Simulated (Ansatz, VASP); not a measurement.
# Ta: VASP beside Ansatz

File INCAR:

```
PREC = Accurate
ENCUT = 520
EDIFF = 1E-7
ISMEAR = -1
SIGMA = 0.1
LREAL = F
LASPH = T
NELM = 100
ALGO = Normal
ISIF = 2
LWAVE = F
LCHARG = F
GGA = PS
NBANDS = 18
```

File KPOINTS:

```
Automatic mesh
0
Gamma
  14 14 7
```

The input POSCAR:

```
Ta
1.0
    2.8633496222      0.0000000000      0.0000000000
   -1.4316748111      2.4797335127      0.0000000000
    0.0000000000      0.0000000000      5.1027703442
Ta
2
Direct
    0.3333333333      0.6666666667      0.2500000000
    0.6666666667      0.3333333333      0.7500000000
```

Input for Ansatz:

```yaml
crystal:
  lattice:
    - [2.8633496222, 0.0, 0.0]
    - [-1.4316748111, 2.4797335127, 0.0]
    - [0.0, 0.0, 5.1027703442]
  atoms:
    - { symbol: Ta, position: [0.3333333333, 0.6666666667, 0.25] }
    - { symbol: Ta, position: [0.6666666667, 0.3333333333, 0.75] }
hamiltonian:
  xc: pbesol
  pseudopotentials:
    kind: paw
    azcp:
      Ta: "pseudopotentials/Ta.paw.azcp"
basis:
  ecutwfc: 420
  fft_grid_basis: typed
kpoints:
  mp_grid: { grid: [14, 14, 7], shift: [0, 0, 0] }
magnetization:
  spin_polarized: false
scf:
  occupations: { method: fermi_dirac, width: 0.1 }
  lower_state_search: "off"
output:
  stress: true
```

Alike in both runs: task single point; functional PBEsol; k mesh 14 × 14 × 7; occupations fermi-dirac, width 0.1 eV; no spin polarisation.

```csv
,VASP,Ansatz
version,VASP 6.6.1,Ansatz 0.2.0
potentials or method,"VASP PAW PBE potentials, release 64 (Ta_pv), cutoff 520 eV","plane waves (420 eV) with PAW, scalar-relativistic"
valence electrons in the cell,22,26
```

Ansatz gave:

```
pressure (GPa)                                                : 0.3
traceless stress, the component that is largest in VASP (GPa) : -0.69
```

**Question.** What did VASP give for the same quantities?

**Answer.** Pressure (GPa): 0.5; traceless stress, the component that is largest in VASP (GPa): -0.71.

VASP's potentials were made for PBE, not for PBEsol, and Ansatz warns of the same on its side. VASP's potentials hold 22 valence electrons a cell and Ansatz's 26, so a difference there can come from the potentials and not from the codes.

Spin-orbit coupling is off throughout.
